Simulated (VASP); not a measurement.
# Be (Im-3m) in VASP: a series of runs

The runs below take Be through single point, with PBE.

Everything below comes from runs of VASP 6.6.1. Logs are shortened: lines on timing, memory, paths and dates and some standing lists are left out, and cuts for length are marked.

## (1) The cell of the first run

The structure is cubic, space group Im-3m (No. 229). Conventional cell: a = 2.244 Å, b = 2.244 Å, c = 2.244 Å, α = 90.00°, β = 90.00°, γ = 90.00°. Be (site symmetry m-3m) has 14 Be at 1.94 to 2.24 Å within 2.6 Å.

## (2) Single point, PBE

INCAR

```
SYSTEM = Be
PREC = Accurate
ENCUT = 520
EDIFF = 1E-6
ISMEAR = -1
SIGMA = 0.05
LREAL = .False.
LASPH = .True.
NELM = 60
ALGO = Normal
ISIF = 2
LWAVE = .False.
LCHARG = .False.
GGA = PE
NBANDS = 7
```

KPOINTS

```
regular mesh
0
Gamma
  24 24 24
  0 0 0
```

POSCAR

```
Be
1.0
   -1.1219291525      1.1219291525      1.1219291525
    1.1219291525     -1.1219291525      1.1219291525
    1.1219291525      1.1219291525     -1.1219291525
Be
1
Direct
    0.0000000000      0.0000000000      0.0000000000
```

Potentials or basis: VASP PAW PBE potentials, release 64 (Be).

The run is started by

```console
$ cat potpaw_PBE.64/Be/POTCAR > POTCAR
$ mpirun -np 1 vasp_std > vasp.out
```

OUTCAR:

```text
SYSTEM = Be
   PREC = Accurate
   ENCUT = 520
   EDIFF = 1E-6
   ISMEAR = -1
   LREAL = .False.
   LASPH = .True.
   NELM = 60
   ISIF = 2
   GGA = PE

 ion  position               nearest neighbor table
   1  0.000  0.000  0.000-

  LATTYP: Found a body centered cubic cell.
 ALAT       =     2.2438583050

  Lattice vectors:

 A1 = (  -1.1219291525,   1.1219291525,   1.1219291525)
 A2 = (   1.1219291525,  -1.1219291525,   1.1219291525)
 A3 = (   1.1219291525,   1.1219291525,  -1.1219291525)

Analysis of symmetry for initial positions (statically):
=====================================================================
 Subroutine PRICEL returns:
 Original cell was already a primitive cell.

 Routine SETGRP: Setting up the symmetry group for a
 body centered cubic supercell.

 Subroutine GETGRP returns: Found 48 space group operations
 (whereof 48 operations were pure point group operations)
 out of a pool of 48 trial point group operations.

The static configuration has the point symmetry O_h .

Analysis of symmetry for dynamics (positions and initial velocities):
=====================================================================
 Subroutine PRICEL returns:
 Original cell was already a primitive cell.

 Routine SETGRP: Setting up the symmetry group for a
 body centered cubic supercell.

 Subroutine GETGRP returns: Found 48 space group operations
 (whereof 48 operations were pure point group operations)
 out of a pool of 48 trial point group operations.

The dynamic configuration has the point symmetry O_h .

 Subroutine INISYM returns: Found 48 space group operations
 (whereof 48 operations are pure point group operations),
 and found     1 'primitive' translations

----------------------------------------------------------------------------------------

                                     Primitive cell

  volume of cell :       5.6488

  direct lattice vectors                    reciprocal lattice vectors
    -1.121929152  1.121929152  1.121929152     0.000000000  0.445660939  0.445660939
     1.121929152 -1.121929152  1.121929152     0.445660939  0.000000000  0.445660939
     1.121929152  1.121929152 -1.121929152     0.445660939  0.445660939  0.000000000

  length of vectors
     1.943238295  1.943238295  1.943238295     0.630259745  0.630259745  0.630259745

  position of ions in fractional coordinates (direct lattice)
     0.000000000  0.000000000  0.000000000

  ion indices of the primitive-cell ions
   primitive index   ion index
                 1           1

----------------------------------------------------------------------------------------

 KPOINTS: regular mesh

Automatic generation of k-mesh.
 Grid dimensions read from file:
 generate k-points for:   24   24   24

 Generating k-lattice:

  Cartesian coordinates                     Fractional coordinates (reciprocal lattice)
     0.000000000  0.018569206  0.018569206     0.041666667  0.000000000  0.000000000
     0.018569206  0.000000000  0.018569206     0.000000000  0.041666667  0.000000000
     0.018569206  0.018569206  0.000000000     0.000000000  0.000000000  0.041666667

  Length of vectors
     0.026260823  0.026260823  0.026260823

  Shift w.r.t. Gamma in fractional coordinates (k-lattice)
     0.000000000  0.000000000  0.000000000

 Subroutine IBZKPT returns following result:
 ===========================================

 Found    413 irreducible k-points:

 Following reciprocal coordinates:
            Coordinates               Weight
  0.000000  0.000000  0.000000      1.000000
  0.041667  0.000000  0.000000     12.000000
  0.083333  0.000000  0.000000     12.000000
  0.125000  0.000000  0.000000     12.000000
  0.166667  0.000000  0.000000     12.000000
  0.208333  0.000000  0.000000     12.000000
[... 16 lines left out ...]
  0.416667  0.041667  0.000000     48.000000
  0.458333  0.041667  0.000000     48.000000
 [... further k-points ...]
   k-points           NKPTS =    413   k-points in BZ     NKDIM =    413   number of bands    NBANDS=      7
   number of dos      NEDOS =    301   number of ions     NIONS =      1
   total plane-waves  NPLWV =   2744
   dimension x,y,z NGX =    14 NGY =   14 NGZ =   14
   dimension x,y,z NGXF=    28 NGYF=   28 NGZF=   28
   ions per type =               1
   NGX,Y,Z   is equivalent  to a cutoff of  11.98, 11.98, 11.98 a.u.
   NGXF,Y,Z  is equivalent  to a cutoff of  23.95, 23.95, 23.95 a.u.
 SYSTEM =  Be
   PREC   = accura    normal or accurate (medium, high low for compatibility)
   ISTART =      0    job   : 0-new  1-cont  2-samecut
   ICHARG =      2    charge: 1-file 2-atom 10-const
   ISPIN  =      1    spin polarized calculation?
   LNONCOLLINEAR =      F non collinear calculations
   LSORBIT =      F    spin-orbit coupling
   LASPH  =      T    aspherical Exc in radial PAW
   ENCUT  =  520.0 eV  38.22 Ry    6.18 a.u.   3.61  3.61  3.61*2*pi/ulx,y,z
   NELM   =     60;   NELMIN=  2; NELMDL= -5     # of ELM steps
   EDIFF  = 0.1E-05   stopping-criterion for ELM
   LREAL  =      F    real-space projection
[... 7 lines left out ...]
   TEBEG  =    0.0;   TEEND  =   0.0 temperature during run
   PSTRESS=    0.0 pullay stress
   NELECT =       2.0000    total number of electrons
   NUPDOWN=      -1.0000    fix difference up-down
   EMIN   =  10.00;   EMAX   =-10.00  energy-range for DOS
   EFERMI =   0.00;   METHOD = LEGACY
   ISMEAR =    -1;   SIGMA  =   0.05  broadening in eV -4-tet -1-fermi 0-gaus
   EFERMI_NEDOS =   21; number of points for ismear=-14 and -15
   IALGO  =     38    algorithm
   IMIX   =      4    mixing-type and parameters
     AMIX     =   0.40;   BMIX     =  1.00
     AMIX_MAG =   1.60;   BMIX_MAG =  1.00
  volume/ion in A,a.u.               =       5.65        38.12
  Fermi-wavevector in a.u.,A,eV,Ry     =   1.158153  2.188592 18.249755  1.341319
  Thomas-Fermi vector in A             =   2.294758
   LORBIT       =      0    0 simple, 1 ext, 2 COOP (PROOUT), +10 PAW based schemes
   GGA     = PE    functional components
[... 5 lines left out ...]
 non-spin polarized calculation
  energy-cutoff  :      520.00
  volume of cell :        5.65
 maximum number of plane-waves:       164
   NGX =  7   NGY =  7   NGZ =  7

 number of electron       2.0000000 magnetization

 Free energy of the ion-electron system (eV)
  ---------------------------------------------------
  ext. energy  EPLUGINS =         0.00000000
  ---------------------------------------------------
  free energy    TOTEN  =        -3.29446930 eV

  energy without entropy =       -3.29341814  energy(sigma->0) =       -3.29394372

 E-fermi :  11.2307     XC(G=0): -11.7723

 val. band max:       11.1397779715   @ k =  -0.3750  -0.4167   0.1667
 cond. band min:      11.2397269987   @ k =  -0.3750  -0.4167   0.1250
 fundamental gap:      0.0999490272
 Fermi energy:        11.2306929014

 k-point     1 :       0.0000    0.0000    0.0000
  band No.  band energies     occupation
      1      -3.0997      2.00000
      2      36.4531      0.00000
      3      36.4531      0.00000
      4      36.4531      0.00000
      5      49.1886      0.00000
      6      49.1886      0.00000
      7      49.1886      0.00000

 k-point     2 :       0.0417    0.0000    0.0000
  band No.  band energies     occupation
      1      -3.0330      2.00000
      2      36.0478      0.00000
      3      36.0930      0.00000
      4      36.3458      0.00000
      5      48.0069      0.00000
      6      48.0805      0.00000
      7      49.7503      0.00000

 k-point     3 :       0.0833    0.0000    0.0000
  band No.  band energies     occupation
      1      -2.8323      2.00000
      2      34.7884      0.00000
      3      35.1697      0.00000
      4      36.0293      0.00000
      5      45.8051      0.00000
      6      46.2066      0.00000
      7      49.9624      0.00000

 k-point     4 :       0.1250    0.0000    0.0000
  band No.  band energies     occupation
      1      -2.4972      2.00000
      2      32.7054      0.00000
      3      33.9675      0.00000
      4      35.5252      0.00000
      5      44.2932      0.00000
      6      44.3528      0.00000
      7      49.3755      0.00000

 k-point     5 :       0.1667    0.0000    0.0000
  band No.  band energies     occupation
      1      -2.0270      2.00000
      2      30.0681      0.00000
      3      32.6944      0.00000
      4      34.8786      0.00000
      5      42.6497      0.00000
      6      43.5125      0.00000
      7      49.2329      0.00000

 k-point     6 :       0.2083    0.0000    0.0000
  band No.  band energies     occupation
      1      -1.4217      2.00000
      2      27.2008      0.00000
      3      31.4669      0.00000
      4      34.1519      0.00000
      5      41.1298      0.00000
      6      43.2298      0.00000
      7      49.4942      0.00000

 k-point     7 :       0.2500    0.0000    0.0000
  band No.  band energies     occupation
      1      -0.6833      2.00000
      2      24.3199      0.00000
      3      30.3470      0.00000
      4      33.4102      0.00000
      5      39.8048      0.00000
      6      43.2688      0.00000
      7      50.1046      0.00000
[... 121 lines left out ...]
 k-point    20 :       0.2917    0.0417   -0.0000
  band No.  band energies     occupation
      1       0.7119      2.00000
      2      20.2308      0.00000
      3      28.6981      0.00000
      4      31.7240      0.00000
      5      39.1111      0.00000
      6      43.6597      0.00000
      7      51.6564      0.00000

 k-point    21 :       0.3333    0.0417    0.0000
  band No.  band energies     occupation
      1       1.7343      2.00000
      2      17.7634      0.00000
      3      27.9797      0.00000
      4      31.1171      0.00000
      5      38.3566      0.00000
      6      44.1112      0.00000
      7      52.8791      0.00000

 k-point    22 :       0.3750    0.0417    0.0000
  band No.  band energies     occupation
      1       2.8002      2.00000
      2      15.5963      0.00000
      3      27.4346      0.00000
      4      30.6458      0.00000
      5      37.7852      0.00000
      6      44.5860      0.00000
      7      54.2215      0.00000

 k-point    23 :       0.4167    0.0417    0.0000
  band No.  band energies     occupation
      1       3.7869      2.00000
      2      13.8680      0.00000
      3      27.0684      0.00000
      4      30.3247      0.00000
      5      37.4019      0.00000
      6      44.9897      0.00000
      7      55.5403      0.00000

 k-point    24 :       0.4583    0.0417    0.0000
  band No.  band energies     occupation
      1       4.4400      2.00000
      2      12.8421      0.00000
      3      26.8846      0.00000
      4      30.1621      0.00000
      5      37.2096      0.00000
      6      45.2248      0.00000
      7      56.5004      0.00000

 [... further k-points ...]
[... 5 lines left out ...]
  --------------------------------------------------------------------------------------
  -------------------------------------------------------------------------------------
  Total        2.4470556      2.4470556      2.4470556      0.0000000      0.0000000      0.0000000
  in kB      694.0617855    694.0617855    694.0617855      0.0000000      0.0000000      0.0000000
  external PRESSURE =     694.0617855 kB  Pullay stress =       0.0000000 kB

 VOLUME and BASIS-vectors are now :
 -----------------------------------------------------------------------------
  energy-cutoff  :      520.00
  volume of cell :        5.65
      direct lattice vectors                 reciprocal lattice vectors
    -1.121929152  1.121929152  1.121929152     0.000000000  0.445660939  0.445660939
     1.121929152 -1.121929152  1.121929152     0.445660939  0.000000000  0.445660939
     1.121929152  1.121929152 -1.121929152     0.445660939  0.445660939  0.000000000

 POSITION                                       TOTAL-FORCE (eV/Angst)
 -----------------------------------------------------------------------------------
      0.00000      0.00000      0.00000         0.000000      0.000000      0.000000
 -----------------------------------------------------------------------------------
    total drift:                                0.000000     -0.000000     -0.000000

  FREE ENERGIE OF THE ION-ELECTRON SYSTEM (eV)
  ---------------------------------------------------
  free  energy   TOTEN  =        -3.2944692976 eV

  energy  without entropy=       -3.2934181450  energy(sigma->0) =       -3.29394372
```

Wall time 2.7 s (1 thread of Intel Xeon 6975P-C (Granite Rapids), shared host); peak memory 0.11 GiB.

Results:

* Free energy: -3.2945 eV
* Pressure: 69.4 GPa
* Band gap on the k mesh: zero (band 1 reaches 16.29 eV, above the bottom of band 2 at 9.31 eV)

## (3) Single point, PBE

INCAR

```
SYSTEM = Be
PREC = Accurate ; ENCUT = 520
EDIFF = 1E-6 ; ISMEAR = -1
SIGMA = 0.05 ; LREAL = .FALSE.
LASPH = .TRUE. ; NELM = 60
ALGO = Normal ; ISIF = 2
LWAVE = .FALSE. ; LCHARG = .FALSE.
GGA = PE ; NBANDS = 7
```

KPOINTS

```
regular mesh
0
G
  24 24 24
  0 0 0
```

POSCAR

```
Be
1.0
   -1.1216770789      1.1216770789      1.1216770789
    1.1216770789     -1.1216770789      1.1216770789
    1.1216770789      1.1216770789     -1.1216770789
Be
1
Direct
    0.0000000000      0.0000000000      0.0000000000
```

Potentials or basis: VASP PAW PBE potentials, release 64 (Be).

The run is started by

```console
$ cat potpaw_PBE.64/Be/POTCAR > POTCAR
$ mpirun -np 1 vasp_std > vasp.out
```

It took 2.7 s on 1 thread of Intel Xeon 6975P-C (Granite Rapids), shared host; peak memory 0.11 GiB.

Results (log left out):

```yaml
Free_energy: -3.2928 eV
Pressure: 69.6 GPa
Band_gap_on_the_k_mesh: zero (band 1 reaches 16.30 eV, above the bottom of band 2 at 9.31 eV)
```

Levels at points of the mesh, in eV from the Fermi level:
```
           k point  band 1  band 2  band 3  band 4  band 5
(0.00, 0.00, 0.00)  -14.33   25.24   25.24   25.24   37.97
(0.50, 0.00, 0.00)   -6.78    1.49   15.85   19.69   24.89
(0.50, 0.50, 0.50)    5.06    5.06    5.06   11.52   11.52
```
